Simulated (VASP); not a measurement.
Crystal: TiSi.

```
Ti Si
1.0
     1.81618   -2.11762    0.00000
     1.81618    2.11762    0.00000
     0.00000    0.00000    3.80393
Ti Si
1 1
Direct
  0.50000 0.50000 0.00000
  0.00000 0.00000 0.50000
```

| Property | Result |
| --- | --- |
| Program | VASP 6.6.1 |
| Task | relaxation of cell and atoms |
| Functional | PBEsol |
| Potentials or basis | VASP PAW PBE potentials, release 64 (Ti_sv, Si) |
| Cutoff | 600 eV |
| k mesh | 9 × 9 × 7 |
| Occupations | fermi-dirac, width 0.1 eV |
| Spin | no spin polarisation |

At the start: pressure -4.2 GPa; volume 14.63 Å³/atom.

Problem. Where does the relaxation end?

Solution. Over 5 steps the energy falls by 6.8 meV/atom and the volume is 14.15 Å³/atom (-3.3 %); space group Cmmm (No. 65, to 0.05 Å).

Step by step:
```tsv
step	energy change (eV)	largest force (eV/Å)	pressure (GPa)	volume (Å³)
1	0.0000	0.0000	-4.20	29.26
2	-0.0038	0.0000	3.89	27.66
3	-0.0120	0.0000	0.05	28.37
4	-0.0130	0.0000	-0.03	28.34
5	-0.0136	0.0000	-0.06	28.30
```

Final structure:
```cif
data_structure
_symmetry_space_group_name_H-M 'P 1'
_symmetry_Int_Tables_number 1
_cell_length_a 2.7416
_cell_length_b 2.7416
_cell_length_c 3.8048
_cell_angle_alpha 90.000
_cell_angle_beta 90.000
_cell_angle_gamma 98.342
_cell_volume 28.30
loop_
_atom_site_label
_atom_site_type_symbol
_atom_site_fract_x
_atom_site_fract_y
_atom_site_fract_z
_atom_site_occupancy
Ti1 Ti 0.50000 0.50000 0.00000 1
Si1 Si 0.00000 0.00000 0.50000 1
```

Caveat: the PAW data sets were made with another functional, which shifts forces and pressure a little.
